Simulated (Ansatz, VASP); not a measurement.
**AlFe: VASP beside Ansatz**

```
CELL_PARAMETERS angstrom
2.32576 -3.18258 0.00000
2.32576 3.18258 0.00000
0.00000 0.00000 4.32453
ATOMIC_POSITIONS crystal
Al 0.50000 0.50000 0.25000
Al 0.50000 0.50000 0.75000
Fe 0.00000 0.50000 0.00000
Fe 0.50000 0.00000 0.50000
```

Alike in both runs: task single point; functional PBE; k mesh 4 × 4 × 4; occupations gaussian, width 0.1 eV; collinear spin.

|  | VASP | Ansatz |
| --- | --- | --- |
| version | VASP 6.6.1 | Ansatz 0.2.0 |
| potentials or method | VASP PAW PBE potentials, release 64 (Al, Fe), cutoff 520 eV | scalar-relativistic, plane waves, PAW |
| valence electrons in the cell | 22 | 38 |

|  | VASP | Ansatz | Ansatz less VASP |
| --- | --- | --- | --- |
| gap on the k mesh at the Fermi level (eV) | none | none | - |
| net moment per atom (μB) | 1.04 | 1.04 | +0.004 |
| size of the moment on the site where the two differ most (μB) | 2.14 | 2.05 | -0.093 |

Site moments also hang on the region over which each program counts them. A gap of «none» marks a metal or a gap that the smearing closes. The functional is the same, so the differences come from potentials, cutoffs and numerics. VASP's potentials hold 22 valence electrons a cell and Ansatz's 38, so a difference there can come from the potentials and not from the codes.

The k mesh is coarse, so the values compare programs but aren't converged.
